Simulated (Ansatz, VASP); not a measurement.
Given: the input of a run of VASP 6.6.1 on AlFe.

Contents of INCAR:

```
SYSTEM = AlFe
PREC = Accurate ; ENCUT = 600
EDIFF = 1E-6 ; ISMEAR = -1
SIGMA = 0.05 ; LREAL = .False.
LASPH = .True. ; NELM = 150
ALGO = Normal ; ISIF = 3
LWAVE = .False. ; LCHARG = .False.
ISPIN = 2 ; MAGMOM = 3 0
LORBIT = 11 ; LMAXMIX = 4
GGA = RP ; IVDW = 13
IBRION = 2 ; NSW = 60
EDIFFG = -0.01
```

The input KPOINTS:

```
Automatic mesh
0
Gamma
  9 9 9
  0 0 0
```

POSCAR

```
AlFe
1.0
    2.9100000000      0.0000000000      0.0000000000
    0.0000000000      2.9100000000      0.0000000000
    0.0000000000      0.0000000000      2.9100000000
Fe Al
1 1
Direct
    0.5000000000      0.5000000000      0.5000000000
    0.0000000000      0.0000000000      0.0000000000
```

Potentials or basis: VASP PAW PBE potentials, release 64 (Fe, Al).

The run is started by

```console
$ cat potpaw_PBE.64/Fe/POTCAR potpaw_PBE.64/Al/POTCAR > POTCAR
$ mpirun -np 1 vasp_std > vasp.out
```

Set up the same calculation for Ansatz 0.2.0. Potentials there: Ansatz PAW.

As run (the cutoff follows the program's own potentials):

input.yaml

```yaml
crystal:
  lattice:
    - [2.91, 0.0, 0.0]
    - [0.0, 2.91, 0.0]
    - [0.0, 0.0, 2.91]
  atoms:
    - { symbol: Fe, position: [0.5, 0.5, 0.5], spin: 3.0 }
    - { symbol: Al, position: [0.0, 0.0, 0.0] }
hamiltonian:
  xc: rpbe
  pseudopotentials: { kind: paw }
  dispersion: d4
magnetization:
  spin_polarized: true
kpoints:
  mp_grid: { grid: [9, 9, 9] }
scf:
  occupations: { method: fermi_dirac, width: 0.05 }
output:
  forces: true
  stress: true
relax:
  f_tol: 0.01
  max_steps: 40
  cell: { stress_tol: 0.05 }
```

Potentials or basis: Ansatz PAW.

Command:

```bash
$ ansatz run input.yaml --threads 2 --pin off --max-ram 5632MiB --backend cpu --events-out ev --progress --plain --runs-dir out
```

Both were run:

|  | VASP | Ansatz | Ansatz less VASP |
| --- | --- | --- | --- |
| net moment per atom (μB) | 0.30 | 0.31 | +0.004 |
| relaxed volume (Å³/atom) | 11.45 | 11.47 | +0.014 |
| relaxed length of the cell vector where the two differ most in proportion (Å) | 2.840 | 2.841 | +0.0012 |

VASP's potentials were made for PBE, not for RPBE. VASP's potentials hold 11 valence electrons a cell and Ansatz's 19, so a difference there can come from the potentials and not from the codes.

Noted on Ansatz's run: the plane-wave basis is chosen anew once the cell has moved, so the energies of steps on either side of that aren't comparable.
